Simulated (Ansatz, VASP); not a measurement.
## One calculation of ZnAu, two programs

```
CELL_PARAMETERS angstrom
3.14700 0.00000 0.00000
0.00000 3.14700 0.00000
0.00000 0.00000 3.14700
ATOMIC_POSITIONS crystal
Zn 0.45500 0.45500 0.45500
Au 0.04500 0.04500 0.04500
```

Change from the starting cell: shortest bond scaled by 0.82, LAPW.

Alike in both runs: task single point; functional PBEsol; k mesh 10 × 10 × 10; occupations fermi-dirac, width 0.05 eV; no spin polarisation.

```csv
,VASP,Ansatz
version,VASP 6.6.1,Ansatz 0.2.0
potentials or method,"VASP PAW PBE potentials, release 64 (Zn, Au), cutoff 520 eV","all-electron LAPW, scalar-relativistic"
```

```tsv
	VASP	Ansatz	Ansatz less VASP
pressure (GPa)	12.7	12.3	-0.35
traceless stress, the component that is largest in VASP (GPa)	11.15	10.96	-0.191
rms of the force components (eV/Å)	2.155	2.117	-0.0385
```

VASP's potentials were made for PBE, not for PBEsol. Atom by atom the forces differ by 0.039 eV/Å (rms over components). Ansatz ran all-electron here, and VASP with PAW potentials.

Neither program's run includes spin-orbit coupling.
